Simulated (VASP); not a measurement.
# TiSi2 (Fddd) in VASP: settings compared, part 3 of 3

VASP 6.6.1. The steps go on from the part before.

## (5) Relaxation of cell and atoms, PBE, target pressure 20 GPa, at which the enthalpy is minimised

This run uses another cell than the first one, of 13.98 Å³/atom.

The input, INCAR:

```
SYSTEM = TiSi2
ALGO     = Normal         ! electronic algorithm
EDIFF    = 1E-6           ! SCF threshold, eV
EDIFFG   = -0.01          ! ionic threshold
ENCUT    = 600            ! plane-wave cutoff, eV
GGA      = PE             ! functional
IBRION   = 2              ! ionic algorithm
ISIF     = 3              ! what is computed and relaxed
ISMEAR   = -1             ! smearing method
LASPH    = .TRUE.         ! aspherical terms in the spheres
LCHARG   = .FALSE.        ! write CHGCAR
LREAL    = .FALSE.        ! projectors in reciprocal space
LWAVE    = .FALSE.        ! write WAVECAR
NELM     = 100            ! most SCF steps
NSW      = 60             ! ionic steps
PREC     = Accurate       ! precision mode
PSTRESS  = 200.0        
SIGMA    = 0.05           ! smearing width, eV
```

The input, KPOINTS:

```
k-points
0
G
  7 7 7
  0 0 0
```

The input, POSCAR:

```
TiSi2
1.0
    0.0000000000      4.1175163063      4.2628978354
    2.3895119538      0.0000000000      4.2628978354
    2.3895119538      4.1175163063      0.0000000000
Ti Si
2 4
Direct
    0.7500000000      0.7500000000      0.7500000000
    0.5000000000      0.5000000000      0.5000000000
    0.4125656100      0.0874343900      0.4125656100
    0.0874343900      0.4125656100      0.0874343900
    0.1625656100      0.8374343900      0.1625656100
    0.8374343900      0.1625656100      0.8374343900
```

Potentials or basis: VASP PAW PBE potentials, release 64 (Ti_sv, Si).

The run is started by

```
$ cat potpaw_PBE.64/Ti_sv/POTCAR potpaw_PBE.64/Si/POTCAR > POTCAR
$ mpirun -np 1 vasp_std > vasp.out
```

OUTCAR:

```text
SYSTEM = TiSi2
   EDIFF = 1E-6
   EDIFFG = -0.01
   ENCUT = 600
   GGA = PE
   IBRION = 2
   ISIF = 3
   ISMEAR = -1
   LASPH = .TRUE.
   LREAL = .FALSE.
   NELM = 100
   NSW = 60
   PREC = Accurate
   PSTRESS = 200.0

 ion  position               nearest neighbor table
   1  0.750  0.750  0.750-   6 2.55   5 2.55   6 2.55   5 2.55   3 2.74   3 2.74   4 2.74   4 2.74
                             3 2.78   4 2.78
   2  0.500  0.500  0.500-   4 2.55   3 2.55   4 2.55   3 2.55   5 2.74   5 2.74   6 2.74   6 2.74
                             5 2.78   6 2.78
   3  0.413  0.087  0.413-   6 2.52   6 2.52   2 2.55   2 2.55   4 2.68   1 2.74   1 2.74   1 2.78
                             4 2.79   4 2.79
   4  0.087  0.413  0.087-   5 2.52   5 2.52   2 2.55   2 2.55   3 2.68   1 2.74   1 2.74   1 2.78
                             3 2.79   3 2.79
   5  0.163  0.837  0.163-   4 2.52   4 2.52   1 2.55   1 2.55   6 2.68   2 2.74   2 2.74   2 2.78
[... 416 lines left out ...]
  ---------------------------------------------------
  free energy    TOTEN  =       -40.19093172 eV

  energy without entropy =      -40.17242124  energy(sigma->0) =      -40.18167648

 E-fermi :  11.4352     XC(G=0): -12.1875

 val. band max:       11.4017379467   @ k =   0.0000   0.4286   0.4286
 cond. band min:      11.4454418775   @ k =  -0.4286   0.1429  -0.0000
 fundamental gap:      0.0437039309
 Fermi energy:        11.4351907538

 k-point     1 :       0.0000    0.0000    0.0000
  band No.  band energies     occupation
      1     -44.4957      2.00000
      2     -44.4506      2.00000
      3     -20.9616      2.00000
      4     -20.9147      2.00000
      5     -20.8227      2.00000
      6     -20.8027      2.00000
[... 637 lines left out ...]
     23      14.8558      0.00000
     24      14.9927      0.00000

 [... further k-points ...]

------------------------ aborting loop because EDIFF is reached ----------------------------------------

  FORCE on cell =-STRESS in cart. coord.  units (eV):
  Direction    XX          YY          ZZ          XY          YZ          ZX
  --------------------------------------------------------------------------------------
  -------------------------------------------------------------------------------------
  Total        9.4974613      9.5060376      9.4756378      0.0000000      0.0000000      0.0000000
  in kB      200.3230743    200.5039666    199.8627665      0.0000000      0.0000000      0.0000000
  external PRESSURE =       0.2299358 kB  Pullay stress =     200.0000000 kB
[... 25 lines left out ...]
  energy  without entropy=      -40.1724212360  energy(sigma->0) =      -40.18167648

  enthalpy is  TOTEN    =       -30.7087875812 eV   P V=        9.4821441342

 reached required accuracy - stopping structural energy minimisation
```

CONTCAR:

```text
TiSi2
   1.00000000000000
     0.0000000000000000    3.9476247646232663    4.1632708807909600
     2.3109290390582244    0.0000000000000000    4.1632708807909600
     2.3109290390582244    3.9476247646232663    0.0000000000000000
  Ti              Si
     2     4
Direct
     0.7500000000000000    0.7500000000000000    0.7500000000000000
     0.5000000000000000    0.5000000000000000    0.5000000000000000
     0.4134693216981418    0.0865306783018582    0.4134693216981418
     0.0865306783018582    0.4134693216981418    0.0865306783018582
     0.1634693216981419    0.8365306783018582    0.1634693216981419
     0.8365306783018582    0.1634693216981419    0.8365306783018582

  0.00000000E+00  0.00000000E+00  0.00000000E+00
  0.00000000E+00  0.00000000E+00  0.00000000E+00
  0.00000000E+00  0.00000000E+00  0.00000000E+00
  0.00000000E+00  0.00000000E+00  0.00000000E+00
  0.00000000E+00  0.00000000E+00  0.00000000E+00
  0.00000000E+00  0.00000000E+00  0.00000000E+00
```

It took 31 min on 1 thread of Intel Xeon Platinum 8375C at 2.90GHz (Ice Lake), shared host; peak memory 0.36 GiB.

Results:

```yaml
Free_energy: -40.1909 eV
Relaxed_volume: 12.66 Å³/atom
Relaxed_cell: a = 5.737 Å, b = 4.762 Å, c = 4.574 Å, α = 75.81°, β = 53.57°, γ = 50.62°
Space_group_after_relaxing_to_0.1_Å: Fddd (No. 70)
Energy_change_on_relaxing_the_run_minimises_the_enthalpy: +83.6 meV/atom
Ionic_steps: 12
Pressure_after_relaxing: 20.0 GPa
Band_gap_on_the_k_mesh: zero (bands 20 and 21 overlap by 1.95 eV)
```

Step by step:
```
step  energy change (eV)  largest force (eV/Å)  pressure (GPa)  volume (Å³)
   1              0.0000                0.0195            2.04        83.88
   2              2.8138                0.2168           60.04        66.26
   3              0.4675                0.0802           19.37        76.34
   4              0.4953                0.0824           20.02        76.11
   5              0.5142                0.0840           20.46        75.96
   6              0.5323                0.0222           20.46        75.75
   7              0.5188                0.0465           20.44        75.83
   8              0.4794                0.0241           19.52        76.14
   9              0.4948                0.0330           19.86        76.02
  10              0.4986                0.0174           19.94        75.99
  11              0.5015                0.0058           20.01        75.96
  12              0.5016                0.0014           20.02        75.96
```

Final structure:
```
CELL_PARAMETERS angstrom
0.00000 3.94762 4.16327
2.31093 0.00000 4.16327
2.31093 3.94762 0.00000
ATOMIC_POSITIONS crystal
Ti 0.75000 0.75000 0.75000
Ti 0.50000 0.50000 0.50000
Si 0.41347 0.08653 0.41347
Si 0.08653 0.41347 0.08653
Si 0.16347 0.83653 0.16347
Si 0.83653 0.16347 0.83653
```

Caveat: the cell is relaxed towards a set pressure, so the run minimises the enthalpy, not the energy.

## (6) Relaxation of cell and atoms, PBE, target pressure 30 GPa, at which the enthalpy is minimised

This run uses another cell than the first one, of 13.98 Å³/atom.

The input, INCAR:

```
ALGO = Normal ; EDIFF = 1E-6
EDIFFG = -0.01 ; ENCUT = 600
GGA = PE ; IBRION = 2
ISIF = 3 ; ISMEAR = -1
LASPH = T ; LCHARG = F
LREAL = F ; LWAVE = F
NELM = 60 ; NSW = 60
PREC = Accurate ; PSTRESS = 300.0
SIGMA = 0.05
```

The input, KPOINTS:

```
k-points
0
Gamma
  7 7 7
```

POSCAR is that of step 5.

Potentials or basis: VASP PAW PBE potentials, release 64 (Ti_sv, Si).

The run is started by

```
$ cat potpaw_PBE.64/Ti_sv/POTCAR potpaw_PBE.64/Si/POTCAR > POTCAR
$ mpirun -np 1 vasp_std > vasp.out
```

Run time: 33 min. Hardware: 1 thread of Intel Xeon Platinum 8375C at 2.90GHz (Ice Lake), shared host; peak memory 0.36 GiB.

Results (log left out):

```
Free energy                                                : -39.7105 eV
Relaxed volume                                             : 12.14 Å³/atom
Relaxed cell                                               : a = 5.660 Å, b = 4.704 Å, c = 4.505 Å, α = 75.82°, β = 53.68°, γ = 50.50°
Space group after relaxing (to 0.1 Å)                      : Fddd (No. 70)
Energy change on relaxing (the run minimises the enthalpy) : +163.7 meV/atom
Ionic steps                                                : 12
Pressure after relaxing                                    : 30.0 GPa
Band gap on the k mesh                                     : zero (bands 20 and 21 overlap by 2.02 eV)
```

Step by step:
```tsv
step	energy change (eV)	largest force (eV/Å)	pressure (GPa)	volume (Å³)
1	0.0000	0.0195	2.04	83.88
2	7.6237	0.4379	124.51	57.61
3	0.8457	0.1117	27.54	73.75
4	0.9508	0.1191	29.60	73.15
5	0.9889	0.1216	30.31	72.95
6	1.0321	0.0231	30.51	72.65
7	0.9993	0.0660	30.35	72.78
8	0.9563	0.0311	29.56	73.00
9	0.9658	0.0390	29.70	72.95
10	0.9821	0.0094	30.01	72.86
11	0.9826	0.0085	30.03	72.86
12	0.9820	0.0006	30.01	72.86
```

Final structure:
```
Ti Si
1.0
     0.00000    3.88602    4.11523
     2.27811    0.00000    4.11523
     2.27811    3.88602    0.00000
Ti Si
2 4
Direct
  0.75000 0.75000 0.75000
  0.50000 0.50000 0.50000
  0.41369 0.08631 0.41369
  0.08631 0.41369 0.08631
  0.16369 0.83631 0.16369
  0.83631 0.16369 0.83631
```

Levels at points of the mesh, in eV from the Fermi level:
| k point | band 18 | band 19 | band 20 | band 21 | band 22 | band 23 |
| --- | --- | --- | --- | --- | --- | --- |
| (0.00, 0.00, 0.00) | -1.97 | -1.76 | -1.34 | -1.07 | 2.40 | 3.66 |

Caveat: the cell is relaxed towards a set pressure, so the run minimises the enthalpy, not the energy.

## (7) Relaxation of cell and atoms, PBEsol

This run uses another cell than the first one, of 13.98 Å³/atom.

The input, INCAR:

```
SYSTEM = TiSi2
PREC = Accurate
ENCUT = 600
EDIFF = 1E-7
ISMEAR = -1
SIGMA = 0.05
LREAL = .FALSE.
LASPH = .TRUE.
NELM = 60
ALGO = Normal
ISIF = 3
LWAVE = .FALSE.
LCHARG = .FALSE.
GGA = PS
IBRION = 2
NSW = 60
EDIFFG = -0.01
```

The input, KPOINTS:

```
Automatic mesh
0
G
  7 7 7
  0 0 0
```

POSCAR is that of step 6.

The run is started by

```
$ cat potpaw_PBE.64/Ti_sv/POTCAR potpaw_PBE.64/Si/POTCAR > POTCAR
$ mpirun -np 1 vasp_std > vasp.out
```

It took 12 min on 1 thread of Intel Xeon Platinum 8488C (Sapphire Rapids), shared host; peak memory 0.36 GiB.

Results (log left out):

| Property | Result |
| --- | --- |
| Free energy | -43.6790 eV |
| Relaxed volume | 13.79 Å³/atom |
| Relaxed cell | a = 5.900 Å, b = 4.879 Å, c = 4.725 Å, α = 75.78°, β = 53.29°, γ = 50.93° |
| Space group after relaxing (to 0.1 Å) | Fddd (No. 70) |
| Energy gained by relaxing | 1.6 meV/atom |
| Ionic steps | 7 |
| Pressure after relaxing | 0.0 GPa |
| Band gap on the k mesh | zero (bands 20 and 21 overlap by 1.82 eV) |

Stress tensor (GPa, compression positive):
```
 0.08  0.00  0.00
 0.00 -0.08  0.00
 0.00  0.00 -0.06
```

The path:
| step | energy change (eV) | largest force (eV/Å) | pressure (GPa) | volume (Å³) |
| --- | --- | --- | --- | --- |
| 1 | 0.0000 | 0.0487 | -1.82 | 83.88 |
| 2 | -0.0056 | 0.0416 | 1.50 | 81.96 |
| 3 | -0.0088 | 0.0449 | 0.21 | 82.68 |
| 4 | -0.0093 | 0.0257 | -0.08 | 82.78 |
| 5 | -0.0093 | 0.0302 | -0.01 | 82.76 |
| 6 | -0.0095 | 0.0194 | -0.01 | 82.76 |
| 7 | -0.0096 | 0.0014 | -0.02 | 82.76 |

Final structure:
```
Ti Si
1.0
     0.00000    4.08223    4.25932
     2.37996    0.00000    4.25932
     2.37996    4.08223    0.00000
Ti Si
2 4
Direct
  0.75000 0.75000 0.75000
  0.50000 0.50000 0.50000
  0.41351 0.08649 0.41351
  0.08649 0.41351 0.08649
  0.16351 0.83649 0.16351
  0.83649 0.16351 0.83649
```

Levels at points of the mesh, in eV from the Fermi level:
```tsv
k point	band 16	band 17	band 18	band 19	band 20	band 21	band 22	band 23	band 24
(0.00, 0.00, 0.00)	-2.57	-2.31	-2.01	-1.75	-1.35	-0.93	2.08	3.19	3.42
```

Caveat: the PAW data sets were made with another functional, which shifts forces and pressure a little.

## (8) Summary

```tsv
task	level	potentials or basis	cell	cutoff (eV)	gap on the mesh (eV)	pressure (GPa)	largest force (eV/Å)
single point	RPBE+D4	VASP PAW PBE potentials, release 64 (Ti_sv, Si)	a = 5.869, b = 4.859, c = 4.693 Å, angles 75.8, 53.4, 50.8°, 6 atoms, atomic positions A	520	none	-0.3	-
single point	LDA	VASP PAW LDA potentials, release 64 (Ti_sv, Si)	a = 5.927, b = 4.887, c = 4.761 Å, angles 75.8, 53.1, 51.1°, 6 atoms, atomic positions B	520	none	-4.9	0.06
relaxation of cell and atoms	PBE	VASP PAW PBE potentials, release 64 (Ti_sv, Si)	relaxed to 10 GPa from a = 5.927, b = 4.887, c = 4.761 Å, angles 75.8, 53.1, 51.1°, 6 atoms, atomic positions B	600	none	10.0	0.01
relaxation of cell and atoms	PBE	VASP PAW PBE potentials, release 64 (Ti_sv, Si)	relaxed to 20 GPa from a = 5.927, b = 4.887, c = 4.761 Å, angles 75.8, 53.1, 51.1°, 6 atoms, atomic positions B	600	none	20.0	-
relaxation of cell and atoms	PBE	VASP PAW PBE potentials, release 64 (Ti_sv, Si)	relaxed to 30 GPa from a = 5.927, b = 4.887, c = 4.761 Å, angles 75.8, 53.1, 51.1°, 6 atoms, atomic positions B	600	none	30.0	-
relaxation of cell and atoms	PBEsol	VASP PAW PBE potentials, release 64 (Ti_sv, Si)	relaxed from a = 5.927, b = 4.887, c = 4.761 Å, angles 75.8, 53.1, 51.1°, 6 atoms, atomic positions B	600	none	0.0	-
```

Alike in all rows: no spin polarisation; k mesh 7 × 7 × 7; smearing fermi-dirac 0.05 eV.

Caveats: the cell is relaxed towards a set pressure, so the run minimises the enthalpy, not the energy (at least some runs); the PAW data sets were made with another functional, which shifts forces and pressure a little (at least some runs); the cell stands under tension (at least some runs).

Total energies depend on the potentials used, so only differences within one code and one set of settings carry meaning.

The gap in the log of VASP goes by the Fermi energy; the results here count the filled bands.